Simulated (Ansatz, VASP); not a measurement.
**CoSi2 in VASP and in Ansatz**

```
Co Si
1.0
     0.00000    2.68018    2.68018
     2.68018    0.00000    2.68018
     2.68018    2.68018    0.00000
Co Si
1 2
Direct
  0.00000 0.00000 0.00000
  0.23470 0.23470 0.26530
  0.76530 0.76530 0.73470
```

Change from the starting cell: mode 6 frozen in at -0.082 Å, strain +e along z and -e/2 along x and y +0.0000.

Alike in both runs: task single point; functional PBE; k mesh 12 × 12 × 12; occupations gaussian, width 0.15 eV; no spin polarisation.

```csv
,VASP,Ansatz
version,VASP 6.6.1,Ansatz 0.2.0
potentials or method,"VASP PAW PBE potentials, release 64 (Co, Si), cutoff 520 eV","scalar-relativistic, plane waves, PAW"
valence electrons in the cell,17,25
```

|  | VASP | Ansatz | Ansatz less VASP |
| --- | --- | --- | --- |
| gap on the k mesh at the Fermi level (eV) | none | none | - |
| pressure (GPa) | 0.8 | 1.1 | +0.31 |
| traceless stress, the component that is largest in VASP (GPa) | 5.99 | 5.99 | +0.004 |
| rms of the force components (eV/Å) | 0.441 | 0.443 | +0.0019 |

Atom by atom the forces differ by 0.002 eV/Å (rms over components). A gap of «none» marks a metal or a gap that the smearing closes. With one functional, cell and mesh, what is left measures potentials, basis and numerics. VASP's potentials hold 17 valence electrons a cell and Ansatz's 25, so a difference there can come from the potentials and not from the codes.
